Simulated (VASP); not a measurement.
# Na2B (R3m) in VASP: a series of runs

Runs on Na2B. Level: PBE. Tasks: single point.

Everything below comes from runs of VASP 6.6.1. Logs are shortened: lines on timing, memory, paths and dates and some standing lists are left out, and cuts for length are marked.

## Step 1: The cell of the first run

Symmetry: R3m, No. 160, trigonal system. The conventional cell has a = 2.988 Å, b = 2.988 Å, c = 17.354 Å, α = 90.00°, β = 90.00°, γ = 120.00°. Within 3.0 Å of Na (site symmetry 3m) lie 3 B at 2.23 Å and 7 Na at 2.84 to 2.99 Å. Within 3.0 Å of Na (site symmetry 3m) lie 3 B at 2.23 Å and 7 Na at 2.84 to 2.99 Å. B (site symmetry 3m) has 6 Na at 2.23 Å and 6 B at 2.99 Å within 3.0 Å.

## Step 2: Single point, PBE

Input file INCAR:

```
SYSTEM = Na2B
PREC = Accurate
ENCUT = 520
EDIFF = 1E-7
ISMEAR = 0
SIGMA = 0.1
LREAL = .FALSE.
LASPH = .TRUE.
NELM = 100
ALGO = Normal
ISIF = 2
LWAVE = .FALSE.
LCHARG = .TRUE.
GGA = PE
LELF = .TRUE.
LVHAR = .TRUE.
NBANDS = 16
```

Input file KPOINTS:

```
regular mesh
0
G
  6 6 6
  0 0 0
```

Input file POSCAR:

```
Na2B
1.0
    1.4940575658      0.8625945378      5.7847647490
   -1.4940575658      0.8625945378      5.7847647490
    0.0000000000     -1.7251890756      5.7847647490
Na B
2 1
Direct
    0.7484000000      0.7484000000      0.7484000000
    0.5849000000      0.5849000000      0.5849000000
    0.0000000000      0.0000000000      0.0000000000
```

Potentials or basis: VASP PAW PBE potentials, release 64 (Na_pv, B).

Run with:

```console
$ cat potpaw_PBE.64/Na_pv/POTCAR potpaw_PBE.64/B/POTCAR > POTCAR
$ mpirun -np 1 vasp_std > vasp.out
```

OUTCAR:

```text
SYSTEM = Na2B
   PREC = Accurate
   ENCUT = 520
   EDIFF = 1E-7
   ISMEAR = 0
   LREAL = .FALSE.
   LASPH = .TRUE.
   NELM = 100
   ISIF = 2
   GGA = PE

 ion  position               nearest neighbor table
   1  0.748  0.748  0.748-   3 2.23   3 2.23   3 2.23
   2  0.585  0.585  0.585-   3 2.23   3 2.23   3 2.23
   3  0.000  0.000  0.000-   1 2.23   1 2.23   1 2.23   2 2.23   2 2.23   2 2.23

  LATTYP: Found a trigonal (rhomboedric) cell.
 ALAT       =     6.0365371322
 COS(alpha) =     0.8774851014

  Lattice vectors:

 A1 = (   1.4940575658,   0.8625945378,   5.7847647490)
 A2 = (  -1.4940575658,   0.8625945378,   5.7847647490)
 A3 = (   0.0000000000,  -1.7251890756,   5.7847647490)

Analysis of symmetry for initial positions (statically):
=====================================================================
 Subroutine PRICEL returns:
 Original cell was already a primitive cell.

 Routine SETGRP: Setting up the symmetry group for a
 trigonal (rhombohedral) supercell.

 Subroutine GETGRP returns: Found  6 space group operations
 (whereof  6 operations were pure point group operations)
 out of a pool of 12 trial point group operations.

The static configuration has the point symmetry C_3v.

Analysis of symmetry for dynamics (positions and initial velocities):
=====================================================================
 Subroutine PRICEL returns:
 Original cell was already a primitive cell.

 Routine SETGRP: Setting up the symmetry group for a
 trigonal (rhombohedral) supercell.

 Subroutine GETGRP returns: Found  6 space group operations
 (whereof  6 operations were pure point group operations)
 out of a pool of 12 trial point group operations.

The dynamic configuration has the point symmetry C_3v.

 Subroutine INISYM returns: Found  6 space group operations
 (whereof  6 operations are pure point group operations),
 and found     1 'primitive' translations

----------------------------------------------------------------------------------------

                                     Primitive cell

  volume of cell :      44.7312

  direct lattice vectors                    reciprocal lattice vectors
     1.494057566  0.862594538  5.784764749     0.334659127  0.193215537  0.057622626
    -1.494057566  0.862594538  5.784764749    -0.334659127  0.193215537  0.057622626
     0.000000000 -1.725189076  5.784764749     0.000000000 -0.386431074  0.057622626

  length of vectors
     6.036537132  6.036537132  6.036537132     0.390703649  0.390703649  0.390703649

  position of ions in fractional coordinates (direct lattice)
     0.748400000  0.748400000  0.748400000
     0.584900000  0.584900000  0.584900000
     0.000000000  0.000000000  0.000000000

  ion indices of the primitive-cell ions
   primitive index   ion index
                 1           1
                 2           2
                 3           3

----------------------------------------------------------------------------------------

 KPOINTS: regular mesh

Automatic generation of k-mesh.
 Grid dimensions read from file:
 generate k-points for:    6    6    6

 Generating k-lattice:

  Cartesian coordinates                     Fractional coordinates (reciprocal lattice)
     0.055776521  0.032202589  0.009603771     0.166666667  0.000000000  0.000000000
    -0.055776521  0.032202589  0.009603771     0.000000000  0.166666667  0.000000000
     0.000000000 -0.064405179  0.009603771     0.000000000  0.000000000  0.166666667

  Length of vectors
     0.065117275  0.065117275  0.065117275

  Shift w.r.t. Gamma in fractional coordinates (k-lattice)
     0.000000000  0.000000000  0.000000000

 Subroutine IBZKPT returns following result:
 ===========================================

 Found     32 irreducible k-points:

 Following reciprocal coordinates:
            Coordinates               Weight
  0.000000  0.000000  0.000000      1.000000
  0.166667 -0.000000  0.000000      6.000000
  0.333333 -0.000000  0.000000      6.000000
  0.500000  0.000000  0.000000      3.000000
  0.166667  0.166667  0.000000      6.000000
  0.333333  0.166667  0.000000     12.000000
[... 16 lines left out ...]
  0.500000  0.500000  0.166667      6.000000
 -0.333333  0.500000  0.166667     12.000000
 [... further k-points ...]
   k-points           NKPTS =     32   k-points in BZ     NKDIM =     32   number of bands    NBANDS=     16
   number of dos      NEDOS =    301   number of ions     NIONS =      3
   total plane-waves  NPLWV = 110592
   dimension x,y,z NGX =    48 NGY =   48 NGZ =   48
   dimension x,y,z NGXF=    96 NGYF=   96 NGZF=   96
   ions per type =               2   1
   NGX,Y,Z   is equivalent  to a cutoff of  13.22, 13.22, 13.22 a.u.
   NGXF,Y,Z  is equivalent  to a cutoff of  26.44, 26.44, 26.44 a.u.
 SYSTEM =  Na2B
   PREC   = accura    normal or accurate (medium, high low for compatibility)
   ISTART =      0    job   : 0-new  1-cont  2-samecut
   ICHARG =      2    charge: 1-file 2-atom 10-const
   ISPIN  =      1    spin polarized calculation?
   LNONCOLLINEAR =      F non collinear calculations
   LSORBIT =      F    spin-orbit coupling
   LASPH  =      T    aspherical Exc in radial PAW
   ENCUT  =  520.0 eV  38.22 Ry    6.18 a.u.  11.22 11.22 11.22*2*pi/ulx,y,z
   NELM   =    100;   NELMIN=  2; NELMDL= -5     # of ELM steps
   EDIFF  = 0.1E-06   stopping-criterion for ELM
   LREAL  =      F    real-space projection
   EDIFFG = 0.1E-05   stopping-criterion for IOM
   NSW    =      0    number of steps for IOM
   IBRION =     -1    ionic relax: 0-MD 1-quasi-New 2-CG
   NFREE  =      0    steps in history (QN), initial steepest desc. (CG)
   ISIF   =      2    stress and relaxation
   ISYM   =      2    0-nonsym 1-usesym 2-fastsym
   POTIM  = 0.5000    time-step for ionic-motion
   TEBEG  =    0.0;   TEEND  =   0.0 temperature during run
   PSTRESS=    0.0 pullay stress
   NELECT =      17.0000    total number of electrons
   NUPDOWN=      -1.0000    fix difference up-down
   EMIN   =  10.00;   EMAX   =-10.00  energy-range for DOS
   EFERMI =   0.00;   METHOD = LEGACY
   ISMEAR =     0;   SIGMA  =   0.10  broadening in eV -4-tet -1-fermi 0-gaus
   EFERMI_NEDOS =   21; number of points for ismear=-14 and -15
   IALGO  =     38    algorithm
   IMIX   =      4    mixing-type and parameters
     AMIX     =   0.40;   BMIX     =  1.00
     AMIX_MAG =   1.60;   BMIX_MAG =  1.00
  volume/ion in A,a.u.               =      14.91       100.62
  Fermi-wavevector in a.u.,A,eV,Ry     =   1.185826  2.240885 19.132271  1.406182
  Thomas-Fermi vector in A             =   2.322011
   LORBIT       =      0    0 simple, 1 ext, 2 COOP (PROOUT), +10 PAW based schemes
   GGA     = PE    functional components
   LHFCALC =     F    Hartree Fock is set to
   AEXX    =    0.0000 exact exchange contribution
   IVDW    =     0    specifies the selected vdW correction
   LEPSILON=     F    determine dielectric tensor
   LRPA    =     F    only Hartree local field effects (RPA)
 non-spin polarized calculation
 Gauss-broadening in eV      SIGMA  =   0.10
  energy-cutoff  :      520.00
  volume of cell :       44.73
 maximum number of plane-waves:      1233
 NGX is ok and might be reduce to    48
   NGX = 23   NGY = 23   NGZ = 23

 number of electron      16.9999994 magnetization

 Free energy of the ion-electron system (eV)
  ---------------------------------------------------
  ext. energy  EPLUGINS =         0.00000000
  ---------------------------------------------------
  free energy    TOTEN  =        -4.03691197 eV

  energy without entropy =       -4.02964356  energy(sigma->0) =       -4.03327777

 E-fermi :   3.0004     XC(G=0):  -9.1356

 val. band max:        2.9592011150   @ k =  -0.1667   0.1667   0.0000
 cond. band min:       3.0306914698   @ k =   0.5000   0.1667   0.0000
 fundamental gap:      0.0714903548
 Fermi energy:         3.0003593271

 k-point     1 :       0.0000    0.0000    0.0000
  band No.  band energies     occupation
      1     -20.9802      2.00000
      2     -20.7414      2.00000
      3     -20.6758      2.00000
      4     -20.6758      2.00000
      5     -20.6628      2.00000
      6     -20.6628      2.00000
[... 8 lines left out ...]
     15      18.0925      0.00000
     16      18.0925      0.00000

 k-point     2 :       0.1667   -0.0000    0.0000
  band No.  band energies     occupation
      1     -20.9584      2.00000
      2     -20.7514      2.00000
      3     -20.7408      2.00000
      4     -20.7208      2.00000
      5     -20.6906      2.00000
      6     -20.6771      2.00000
[... 8 lines left out ...]
     15      15.8402      0.00000
     16      17.6542      0.00000

 k-point     3 :       0.3333   -0.0000    0.0000
  band No.  band energies     occupation
      1     -20.9181      2.00000
      2     -20.8903      2.00000
      3     -20.8555      2.00000
      4     -20.7224      2.00000
      5     -20.7199      2.00000
      6     -20.7059      2.00000
[... 8 lines left out ...]
     15      14.9453      0.00000
     16      16.4361      0.00000

 k-point     4 :       0.5000    0.0000    0.0000
  band No.  band energies     occupation
      1     -20.9641      2.00000
      2     -20.9237      2.00000
      3     -20.8847      2.00000
      4     -20.7344      2.00000
      5     -20.7202      2.00000
      6     -20.7178      2.00000
[... 8 lines left out ...]
     15      14.6050      0.00000
     16      16.0047      0.00000
[... 324 lines left out ...]
 k-point    22 :      -0.1667    0.3333    0.1667
  band No.  band energies     occupation
      1     -20.9233      2.00000
      2     -20.8918      2.00000
      3     -20.8841      2.00000
      4     -20.7760      2.00000
      5     -20.7508      2.00000
      6     -20.7206      2.00000
[... 8 lines left out ...]
     15      14.0211      0.00000
     16      15.2073      0.00000

 k-point    23 :       0.5000    0.5000    0.1667
  band No.  band energies     occupation
      1     -20.9105      2.00000
      2     -20.8699      2.00000
      3     -20.8560      2.00000
      4     -20.7509      2.00000
      5     -20.7264      2.00000
      6     -20.6993      2.00000
[... 8 lines left out ...]
     15      14.4549      0.00000
     16      16.8757      0.00000

 k-point    24 :      -0.3333    0.5000    0.1667
  band No.  band energies     occupation
      1     -20.9268      2.00000
      2     -20.8929      2.00000
      3     -20.8652      2.00000
      4     -20.7784      2.00000
      5     -20.7488      2.00000
      6     -20.7350      2.00000
[... 8 lines left out ...]
     15      13.5297      0.00000
     16      15.3357      0.00000

 [... further k-points ...]

------------------------ aborting loop because EDIFF is reached ----------------------------------------

  FORCE on cell =-STRESS in cart. coord.  units (eV):
  Direction    XX          YY          ZZ          XY          YZ          ZX
  --------------------------------------------------------------------------------------
  -------------------------------------------------------------------------------------
  Total        7.4117842      7.4117842      8.9676303      0.0000000      0.0000000      0.0000000
  in kB      265.4742264    265.4742264    321.2012981      0.0000000      0.0000000      0.0000000
  external PRESSURE =     284.0499170 kB  Pullay stress =       0.0000000 kB

 VOLUME and BASIS-vectors are now :
 -----------------------------------------------------------------------------
  energy-cutoff  :      520.00
  volume of cell :       44.73
      direct lattice vectors                 reciprocal lattice vectors
     1.494057566  0.862594538  5.784764749     0.334659127  0.193215537  0.057622626
    -1.494057566  0.862594538  5.784764749    -0.334659127  0.193215537  0.057622626
     0.000000000 -1.725189076  5.784764749     0.000000000 -0.386431074  0.057622626

 POSITION                                       TOTAL-FORCE (eV/Angst)
 -----------------------------------------------------------------------------------
      0.00000      0.00000     12.98795         0.000000      0.000000      2.715572
      0.00000      0.00000     10.15053         0.000000      0.000000     -2.707861
      0.00000      0.00000      0.00000         0.000000     -0.000000     -0.007712
 -----------------------------------------------------------------------------------
    total drift:                                0.000000     -0.000000     -0.000004

  FREE ENERGIE OF THE ION-ELECTRON SYSTEM (eV)
  ---------------------------------------------------
  free  energy   TOTEN  =        -4.0369119702 eV

  energy  without entropy=       -4.0296435636  energy(sigma->0) =       -4.03327777
```

Run time: 29 s. Hardware: 1 thread of Intel Xeon 6975P-C (Granite Rapids), shared host; peak memory 0.29 GiB.

Results:

```
Free energy            : -4.0369 eV
Pressure               : 28.4 GPa
Largest force          : 2.716 eV/Å
Band gap on the k mesh : zero (an odd number of electrons rules out a gap without spin polarisation)
```

Forces on the atoms (eV/Å):
```
Na   0.000  0.000  2.716
Na   0.000  0.000 -2.708
B    0.000  0.000 -0.008
```

Levels at points of the mesh, in eV from the Fermi level:
| k point | band 4 | band 5 | band 6 | band 7 | band 8 | band 9 | band 10 | band 11 | band 12 | band 13 |
| --- | --- | --- | --- | --- | --- | --- | --- | --- | --- | --- |
| (0.00, 0.00, 0.00) | -23.68 | -23.66 | -23.66 | -8.24 | -2.21 | -1.66 | 4.33 | 4.33 | 7.87 | 10.22 |
| (0.50, 0.00, 0.00) | -23.73 | -23.72 | -23.72 | -4.71 | -2.59 | 0.28 | 2.80 | 2.87 | 3.81 | 6.61 |
| (0.50, 0.50, 0.00) | -23.74 | -23.74 | -23.71 | -4.69 | -2.54 | 0.03 | 2.77 | 2.80 | 4.16 | 7.70 |
| (0.50, 0.50, 0.50) | -23.68 | -23.66 | -23.66 | -8.09 | -3.84 | 1.24 | 4.32 | 4.32 | 4.33 | 13.28 |

Caveat: the k points lie up to 0.41 Å⁻¹ apart, too coarse for converged energies and pressures of a metal; forces of over 1 eV/Å act on the atoms, so gaps and moduli don't describe the material at rest.

## Step 3: Single point, PBE

This run uses another cell than the first one, of 24.09 Å³/atom.

Input file INCAR:

```
PREC = Accurate
ENCUT = 520
EDIFF = 1E-6
ISMEAR = 0
SIGMA = 0.1
LREAL = False
LASPH = True
NELM = 100
ALGO = Normal
ISIF = 2
LWAVE = False
LCHARG = False
GGA = PE
NBANDS = 16
```

Input file KPOINTS:

```
Automatic mesh
0
Gamma
  18 18 18
```

Input file POSCAR:

```
Na2B
1.0
    1.7243615490      0.9955606045      7.0165682761
   -1.7243615490      0.9955606045      7.0165682761
    0.0000000000     -1.9911212091      7.0165682761
Na B
2 1
Direct
    0.2465693765      0.2465693765      0.2465693765
    0.4200969129      0.4200969129      0.4200969129
    0.0000337107      0.0000337107      0.0000337107
```

Potentials or basis: VASP PAW PBE potentials, release 64 (Na_pv, B).

Run with:

```console
$ cat potpaw_PBE.64/Na_pv/POTCAR potpaw_PBE.64/B/POTCAR > POTCAR
$ mpirun -np 1 vasp_std > vasp.out
```

OUTCAR:

```text
PREC = Accurate
   ENCUT = 520
   EDIFF = 1E-6
   ISMEAR = 0
   LREAL = False
   LASPH = True
   NELM = 100
   ISIF = 2
   GGA = PE

 ion  position               nearest neighbor table
   1  0.247  0.247  0.247-
   2  0.420  0.420  0.420-
   3  0.000  0.000  0.000-

  LATTYP: Found a trigonal (rhomboedric) cell.
 ALAT       =     7.2936132364
 COS(alpha) =     0.8882104531

  Lattice vectors:

[... 646 lines left out ...]

  FORCE on cell =-STRESS in cart. coord.  units (eV):
  Direction    XX          YY          ZZ          XY          YZ          ZX
  --------------------------------------------------------------------------------------
  -------------------------------------------------------------------------------------
  Total       -0.0067876     -0.0067876     -0.0047560      0.0000000      0.0000000     -0.0000000
  in kB       -0.1504718     -0.1504718     -0.1054339      0.0000000      0.0000000     -0.0000000
  external PRESSURE =      -0.1354592 kB  Pullay stress =       0.0000000 kB

 VOLUME and BASIS-vectors are now :
 -----------------------------------------------------------------------------
  energy-cutoff  :      520.00
  volume of cell :       72.27
      direct lattice vectors                 reciprocal lattice vectors
     1.724361549  0.995560604  7.016568276     0.289962392  0.167409865  0.047506604
    -1.724361549  0.995560604  7.016568276    -0.289962392  0.167409865  0.047506604
     0.000000000 -1.991121209  7.016568276     0.000000000 -0.334819731  0.047506604

 POSITION                                       TOTAL-FORCE (eV/Angst)
 -----------------------------------------------------------------------------------
      0.00000     -0.00000      5.19021         0.000000      0.000000     -0.002525
      0.00000     -0.00000      8.84292         0.000000     -0.000000      0.002787
      0.00000     -0.00000      0.00071         0.000000      0.000000     -0.000262
 -----------------------------------------------------------------------------------
    total drift:                                0.000000      0.000000      0.000027

  FREE ENERGIE OF THE ION-ELECTRON SYSTEM (eV)
  ---------------------------------------------------
  free  energy   TOTEN  =        -5.8266164371 eV

  energy  without entropy=       -5.8150076277  energy(sigma->0) =       -5.82081203
```

stdout:

```text
POSCAR found type information on POSCAR NaB
 POSCAR found :  2 types and       3 ions
 scaLAPACK will be used
 LDA part: xc-table for (Slater+PW92), standard interpolation
 POSCAR, INCAR and KPOINTS ok, starting setup
 FFT: planning ... GRIDC
 FFT: planning ... GRID_SOFT
 FFT: planning ... GRID
 WAVECAR not read
 entering main loop
```

It took 14 min on 1 thread of Intel Xeon 6975P-C (Granite Rapids), shared host; peak memory 0.8 GiB.

Results:

| Item | Value |
| --- | --- |
| Free energy | -5.8266 eV |
| Pressure | 0.0 GPa |
| Band gap on the k mesh | zero (an odd number of electrons rules out a gap without spin polarisation) |

Forces on the atoms (eV/Å):
```
Na   0.000  0.000 -0.003
Na   0.000  0.000  0.003
B    0.000  0.000  0.000
```

Levels at points of the mesh, in eV from the Fermi level:
```csv
k point,band 5,band 6,band 7,band 8,band 9,band 10,band 11,band 12,band 13,band 14
"(0.00, 0.00, 0.00)",-23.95,-23.95,-6.80,-1.76,-1.53,3.23,3.23,4.90,7.27,9.71
"(0.50, 0.00, 0.00)",-23.96,-23.96,-4.68,-1.59,0.19,2.21,2.21,2.78,4.78,7.16
"(0.50, 0.50, 0.00)",-23.96,-23.96,-4.67,-1.56,0.04,2.09,2.21,3.08,5.43,6.50
"(0.50, 0.50, 0.50)",-23.95,-23.95,-6.75,-2.86,0.64,2.48,3.23,3.23,9.30,9.61
```
